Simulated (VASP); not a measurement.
# Zn (P-1) in VASP: a series of runs, part 3 of 3

VASP 6.6.1.

**6. Relaxation of cell and atoms, PBE+D3(BJ)**

INCAR

```
SYSTEM = Zn
ALGO = Normal
EDIFF = 1E-6
EDIFFG = -0.01
ENCUT = 600
GGA = PE
IBRION = 2
ISIF = 3
ISMEAR = -1
IVDW = 12
LASPH = .True.
LCHARG = .False.
LREAL = .False.
LWAVE = .False.
NELM = 100
NSW = 60
PREC = Accurate
SIGMA = 0.05
```

KPOINTS

```
k-points
0
Gamma
  11 12 12
  0 0 0
```

POSCAR

```
Zn
1.0
   -1.5935815700      1.7766151400      1.7460215800
    1.5039206500     -1.5066388000      1.3863843100
    1.5441115400      1.4571687700     -1.4760452300
Zn
1
Direct
    0.0000000000      0.0000000000      0.0000000000
```

Potentials or basis: VASP PAW PBE potentials, release 64 (Zn).

Command:

```sh
> cat potpaw_PBE.64/Zn/POTCAR > POTCAR
> mpirun -np 1 vasp_std > vasp.out
```

OUTCAR:

```text
SYSTEM = Zn
   EDIFF = 1E-6
   EDIFFG = -0.01
   ENCUT = 600
   GGA = PE
   IBRION = 2
   ISIF = 3
   ISMEAR = -1
   IVDW = 12
   LASPH = .True.
   LREAL = .False.
   NELM = 100
   NSW = 60
   PREC = Accurate
 IVDW          = 12

 ion  position               nearest neighbor table
   1  0.000  0.000  0.000-

  LATTYP: Found a triclinic cell.
 ALAT       =     2.5857940353
 B/A-ratio  =     1.5935497353
 C/A-ratio  =     2.0554494821
 COS(alpha) =     0.0013194646
 COS(beta)  =     0.5250372924
 COS(gamma) =     0.8076867179

  Lattice vectors:

 A1 = (  -1.5441115400,  -1.4571687700,   1.4760452300)
 A2 = (  -0.0401908900,  -2.9638075700,   2.8624295400)
 A3 = (  -4.6416137600,   1.8260851700,   1.8356825000)

Analysis of symmetry for initial positions (statically):
=====================================================================
 Subroutine PRICEL returns:
 Original cell was already a primitive cell.

 Routine SETGRP: Setting up the symmetry group for a
 triclinic supercell.

 Subroutine GETGRP returns: Found  2 space group operations
 (whereof  2 operations were pure point group operations)
 out of a pool of  2 trial point group operations.

The static configuration has the point symmetry S_2 .

Analysis of symmetry for dynamics (positions and initial velocities):
=====================================================================
 Subroutine PRICEL returns:
 Original cell was already a primitive cell.

 Routine SETGRP: Setting up the symmetry group for a
 triclinic supercell.

 Subroutine GETGRP returns: Found  2 space group operations
 (whereof  2 operations were pure point group operations)
 out of a pool of  2 trial point group operations.

The dynamic configuration has the point symmetry S_2 .

 Subroutine INISYM returns: Found  2 space group operations
 (whereof  2 operations are pure point group operations),
 and found     1 'primitive' translations

----------------------------------------------------------------------------------------

                                     Primitive cell

  volume of cell :      15.3108

  direct lattice vectors                    reciprocal lattice vectors
    -1.593581570  1.776615140  1.746021580     0.013302410  0.284803858  0.295077469
     1.503920650 -1.506638800  1.386384310     0.337447958 -0.022458176  0.330838055
     1.544111540  1.457168770 -1.476045230     0.332685502  0.315801988 -0.017695720

  length of vectors
     2.957102456  2.540432886  2.585794035     0.410318053  0.473106026  0.459046487

  position of ions in fractional coordinates (direct lattice)
     0.000000000  0.000000000  0.000000000

  ion indices of the primitive-cell ions
   primitive index   ion index
                 1           1

----------------------------------------------------------------------------------------

 KPOINTS: k-points

Automatic generation of k-mesh.
 Grid dimensions read from file:
 generate k-points for:   11   12   12

 Generating k-lattice:

  Cartesian coordinates                     Fractional coordinates (reciprocal lattice)
     0.001209310  0.025891260  0.026825224     0.090909091 -0.000000000  0.000000000
     0.028120663 -0.001871515  0.027569838     0.000000000  0.083333333  0.000000000
     0.027723792  0.026316832 -0.001474643     0.000000000  0.000000000  0.083333333

  Length of vectors
     0.037301641  0.039425502  0.038253874

  Shift w.r.t. Gamma in fractional coordinates (k-lattice)
     0.000000000  0.000000000  0.000000000

 Subroutine IBZKPT returns following result:
 ===========================================

 Found    794 irreducible k-points:

 Following reciprocal coordinates:
            Coordinates               Weight
  0.000000  0.000000  0.000000      1.000000
  0.090909  0.000000  0.000000      2.000000
  0.181818  0.000000 -0.000000      2.000000
  0.272727  0.000000  0.000000      2.000000
  0.363636  0.000000  0.000000      2.000000
  0.454545  0.000000  0.000000      2.000000
[... 16 lines left out ...]
  0.454545  0.166667  0.000000      2.000000
 -0.454545  0.166667  0.000000      2.000000
 [... further k-points ...]
   k-points           NKPTS =    794   k-points in BZ     NKDIM =    794   number of bands    NBANDS=     10
   number of dos      NEDOS =    301   number of ions     NIONS =      1
   total plane-waves  NPLWV =  11520
   dimension x,y,z NGX =    24 NGY =   20 NGZ =   24
   dimension x,y,z NGXF=    48 NGYF=   40 NGZF=   48
   ions per type =               1
   NGX,Y,Z   is equivalent  to a cutoff of  13.49, 13.09, 15.43 a.u.
   NGXF,Y,Z  is equivalent  to a cutoff of  26.99, 26.18, 30.86 a.u.
 SYSTEM =  Zn
   PREC   = accura    normal or accurate (medium, high low for compatibility)
   ISTART =      0    job   : 0-new  1-cont  2-samecut
   ICHARG =      2    charge: 1-file 2-atom 10-const
   ISPIN  =      1    spin polarized calculation?
   LNONCOLLINEAR =      F non collinear calculations
   LSORBIT =      F    spin-orbit coupling
   LASPH  =      T    aspherical Exc in radial PAW
   ENCUT  =  600.0 eV  44.10 Ry    6.64 a.u.   5.91  5.07  5.16*2*pi/ulx,y,z
   NELM   =    100;   NELMIN=  2; NELMDL= -5     # of ELM steps
   EDIFF  = 0.1E-05   stopping-criterion for ELM
   LREAL  =      F    real-space projection
   EDIFFG = -.1E-01   stopping-criterion for IOM
   NSW    =     60    number of steps for IOM
   IBRION =      2    ionic relax: 0-MD 1-quasi-New 2-CG
   NFREE  =      1    steps in history (QN), initial steepest desc. (CG)
   ISIF   =      3    stress and relaxation
   ISYM   =      2    0-nonsym 1-usesym 2-fastsym
   POTIM  = 0.5000    time-step for ionic-motion
   TEBEG  =    0.0;   TEEND  =   0.0 temperature during run
   PSTRESS=    0.0 pullay stress
   NELECT =      12.0000    total number of electrons
   NUPDOWN=      -1.0000    fix difference up-down
   EMIN   =  10.00;   EMAX   =-10.00  energy-range for DOS
   EFERMI =   0.00;   METHOD = LEGACY
   ISMEAR =    -1;   SIGMA  =   0.05  broadening in eV -4-tet -1-fermi 0-gaus
   EFERMI_NEDOS =   21; number of points for ismear=-14 and -15
   IALGO  =     38    algorithm
   IMIX   =      4    mixing-type and parameters
     AMIX     =   0.40;   BMIX     =  1.00
     AMIX_MAG =   1.60;   BMIX_MAG =  1.00
  volume/ion in A,a.u.               =      15.31       103.32
  Fermi-wavevector in a.u.,A,eV,Ry     =   1.509393  2.852338 30.997692  2.278266
  Thomas-Fermi vector in A             =   2.619721
   LORBIT       =      0    0 simple, 1 ext, 2 COOP (PROOUT), +10 PAW based schemes
   GGA     = PE    functional components
   LHFCALC =     F    Hartree Fock is set to
   AEXX    =    0.0000 exact exchange contribution
   IVDW    =    12    specifies the selected vdW correction
   LEPSILON=     F    determine dielectric tensor
   LRPA    =     F    only Hartree local field effects (RPA)
 conjugate gradient relaxation of ions
 non-spin polarized calculation
  energy-cutoff  :      600.00
  volume of cell :       15.31
 maximum number of plane-waves:       525
   NGX = 11   NGY = 11   NGZ = 11

--------------------------------------- Ionic step        1  -------------------------------------------

 number of electron      11.9999999 magnetization

 Free energy of the ion-electron system (eV)
  ---------------------------------------------------
  ext. energy  EPLUGINS =         0.00000000
  ---------------------------------------------------
  free energy    TOTEN  =        -1.01249478 eV

  energy without entropy =       -1.01013775  energy(sigma->0) =       -1.01131627

------------------------ aborting loop because EDIFF is reached ----------------------------------------

 Edisp (eV)   -0.39904

 E8    (eV) :    -0.1676
[... 102 lines left out ...]
  FREE ENERGIE OF THE ION-ELECTRON SYSTEM (eV)
  ---------------------------------------------------
  free  energy   TOTEN  =        -1.4380787510 eV

  energy  without entropy=       -1.4356001403  energy(sigma->0) =       -1.43683945

[... ionic steps 4 to 34 ...]

--------------------------------------- Ionic step       35  -------------------------------------------

 number of electron      11.9999999 magnetization

------------------------ aborting loop because EDIFF is reached ----------------------------------------
[... 73 lines left out ...]
--------------------------------------- Ionic step       37  -------------------------------------------

 number of electron      11.9999998 magnetization

 Free energy of the ion-electron system (eV)
  ---------------------------------------------------
  ext. energy  EPLUGINS =         0.00000000
  ---------------------------------------------------
  free energy    TOTEN  =        -1.07799740 eV

  energy without entropy =       -1.07611654  energy(sigma->0) =       -1.07705697

 E-fermi :   3.3059     XC(G=0): -11.7606

 val. band max:        3.2961183729   @ k =   0.3636  -0.0000   0.1667
 cond. band min:       3.3373965197   @ k =  -0.4545  -0.3333   0.3333
 fundamental gap:      0.0412781468
 Fermi energy:         3.3059194544

 k-point     1 :       0.0000    0.0000    0.0000
  band No.  band energies     occupation
      1      -7.3205      2.00000
      2      -4.7284      2.00000
      3      -4.4350      2.00000
      4      -4.2047      2.00000
      5      -4.0639      2.00000
      6      -3.8218      2.00000
      7      18.0755      0.00000
      8      19.7882      0.00000
      9      21.5141      0.00000
     10      23.7679      0.00000
[... 287 lines left out ...]
 k-point    24 :      -0.4545    0.1667    0.0000
  band No.  band energies     occupation
      1      -4.9275      2.00000
      2      -4.4361      2.00000
      3      -4.2815      2.00000
      4      -4.1792      2.00000
      5      -4.0032      2.00000
      6      -1.9282      2.00000
      7       6.0122      0.00000
      8      14.3394      0.00000
      9      18.9011      0.00000
     10      22.4774      0.00000

 [... further k-points ...]

------------------------ aborting loop because EDIFF is reached ----------------------------------------

 Edisp (eV)   -0.41977

 E8    (eV) :    -0.1767
[... 24 lines left out ...]
  FREE ENERGIE OF THE ION-ELECTRON SYSTEM (eV)
  ---------------------------------------------------
  free  energy   TOTEN  =        -1.4977656071 eV

  energy  without entropy=       -1.4958847407  energy(sigma->0) =       -1.49682517

 reached required accuracy - stopping structural energy minimisation
```

OSZICAR:

```text
N       E                     dE             d eps       ncg     rms          rms(c)
DAV:   1     0.374495849751E+02    0.37450E+02   -0.74989E+03 16040   0.208E+03
DAV:   2    -0.361960759153E+00   -0.37812E+02   -0.36243E+02 16076   0.216E+02
DAV:   3    -0.110985184556E+01   -0.74789E+00   -0.74648E+00 17748   0.329E+01
[... 277 lines left out ...]
DAV:   1    -0.107833587940E+01    0.25003E-03   -0.43559E-03 17990   0.140E+00    0.132E-01
DAV:   2    -0.107803738723E+01    0.29849E-03   -0.15213E-03 17668   0.878E-01    0.434E-02
DAV:   3    -0.107800902309E+01    0.28364E-04   -0.18421E-05 17094   0.856E-02    0.236E-02
DAV:   4    -0.107799750582E+01    0.11517E-04   -0.46714E-06 19810   0.434E-02    0.111E-03
DAV:   5    -0.107799740171E+01    0.10411E-06   -0.19848E-07  8198   0.527E-03
  37 F= -.14977656E+01 E0= -.14968252E+01  d E =-.859680E-05
```

CONTCAR:

```text
Zn
   1.00000000000000
    -1.2926165643222123    1.7815054889195878    1.5593204371558009
     1.2700326736559659   -1.8254319097282901    1.6083921024714973
     1.3043731119474251    1.8003716442177309   -1.6208450953871252
  Zn
     1
Direct
     0.0000000000000000    0.0000000000000000    0.0000000000000000

  0.00000000E+00  0.00000000E+00  0.00000000E+00
```

Run time: 16 min. Hardware: 1 thread of Intel Xeon Platinum 8375C at 2.90GHz (Ice Lake), shared host; peak memory 0.38 GiB.

Results:

```yaml
Free_energy: -1.4978 eV
Relaxed_volume: 14.60 Å³/atom
Relaxed_cell: a = 2.697 Å, b = 2.744 Å, c = 2.751 Å, α = 124.13°, β = 97.79°, γ = 108.80°
Space_group_after_relaxing_to_0.05_Å: P-1 (No. 2)
Energy_gained_by_relaxing: 86.2 meV/atom
Ionic_steps: 37
Pressure_after_relaxing: 0.1 GPa
Band_gap_on_the_k_mesh: zero (band 6 reaches 5.65 eV, above the bottom of band 7 at 0.65 eV)
Dispersion_energy_per_atom: -0.420 eV
```

Step by step:
| step | energy change (eV) | largest force (eV/Å) | pressure (GPa) | volume (Å³) |
| --- | --- | --- | --- | --- |
| 1 | 0.0000 | 0.0000 | -1.82 | 15.31 |
| 2 | -0.0176 | 0.0000 | -0.96 | 14.92 |
| 3 | -0.0265 | 0.0000 | 0.45 | 14.56 |
| 4 | -0.0321 | 0.0000 | 4.39 | 13.83 |
| 5 | -0.0425 | 0.0000 | 3.76 | 13.89 |
| 6 | -0.0572 | 0.0000 | 2.94 | 14.04 |
| 7 | -0.0600 | 0.0000 | 3.10 | 14.08 |
| 8 | -0.0604 | 0.0000 | 4.11 | 14.14 |
| 9 | -0.0622 | 0.0000 | 3.44 | 14.12 |
| 10 | -0.0761 | 0.0000 | 0.38 | 14.59 |
| 11 | -0.0766 | 0.0000 | -2.85 | 15.23 |
| 12 | -0.0788 | 0.0000 | -1.29 | 14.92 |
| 13 | -0.0815 | 0.0000 | -0.56 | 14.79 |
| 14 | -0.0820 | 0.0000 | -0.06 | 14.72 |
| 15 | -0.0820 | 0.0000 | 0.19 | 14.70 |
| 16 | -0.0830 | 0.0000 | 0.00 | 14.70 |
| 17 | -0.0841 | 0.0000 | -0.13 | 14.68 |
| 18 | -0.0847 | 0.0000 | 0.01 | 14.64 |
| 19 | -0.0847 | 0.0000 | -0.03 | 14.64 |
| 20 | -0.0850 | 0.0000 | 0.27 | 14.63 |
| 21 | -0.0850 | 0.0000 | 0.29 | 14.62 |
| 22 | -0.0851 | 0.0000 | -0.15 | 14.67 |
| 23 | -0.0851 | 0.0000 | -0.21 | 14.67 |
| 24 | -0.0852 | 0.0000 | -0.36 | 14.68 |
| 25 | -0.0857 | 0.0000 | -0.41 | 14.70 |
| 26 | -0.0859 | 0.0000 | -0.73 | 14.73 |
| 27 | -0.0860 | 0.0000 | -0.42 | 14.72 |
| 28 | -0.0862 | 0.0000 | -0.08 | 14.63 |
| 29 | -0.0862 | 0.0000 | 0.04 | 14.63 |
| 30 | -0.0862 | 0.0000 | -0.20 | 14.64 |
| 31 | -0.0862 | 0.0000 | -0.16 | 14.64 |
| 32 | -0.0862 | 0.0000 | -0.12 | 14.63 |
| 33 | -0.0862 | 0.0000 | -0.13 | 14.63 |
| 34 | -0.0862 | 0.0000 | -0.06 | 14.62 |
| 35 | -0.0862 | 0.0000 | -0.13 | 14.63 |
| 36 | -0.0862 | 0.0000 | -0.10 | 14.62 |
| 37 | -0.0862 | 0.0000 | 0.06 | 14.60 |

Final structure:
```xyz
1
Lattice="-1.2926 1.7815 1.5593 1.2700 -1.8254 1.6084 1.3044 1.8004 -1.6208" Properties=species:S:1:pos:R:3 pbc="T T T"
Zn    0.0000    0.0000    0.0000
```

Caveat: pairwise dispersion overbinds metals, which lowers pressure and volume.

**7. The runs side by side**

```tsv
task	level	potentials or basis	cell	k mesh	cutoff (eV)	smearing	gap on the mesh (eV)	pressure (GPa)	relaxed volume (Å³/atom)
single point	LDA	VASP PAW LDA potentials, release 64 (Zn)	as given	10 × 11 × 11	520	gaussian 0.1 eV	none	-5.7	-
single point	LDA	VASP PAW LDA potentials, release 64 (Zn)	as given	12 × 14 × 14	520	gaussian 0.1 eV	none	-5.8	-
single point	PBE	VASP PAW PBE potentials, release 64 (Zn)	as given	11 × 12 × 12	520	fermi-dirac 0.05 eV	none	2.4	-
relaxation of cell and atoms	PBE+D4	VASP PAW PBE potentials, release 64 (Zn)	relaxed	11 × 12 × 12	600	fermi-dirac 0.05 eV	none	0.1	14.84
relaxation of cell and atoms	PBE+D3(BJ)	VASP PAW PBE potentials, release 64 (Zn)	relaxed	11 × 12 × 12	600	fermi-dirac 0.05 eV	none	0.1	14.60
```

Alike in all rows: no spin polarisation.

Caveats: pairwise dispersion overbinds metals, which lowers pressure and volume (some runs).

Absolute energies hang on the potentials; compare differences alone.
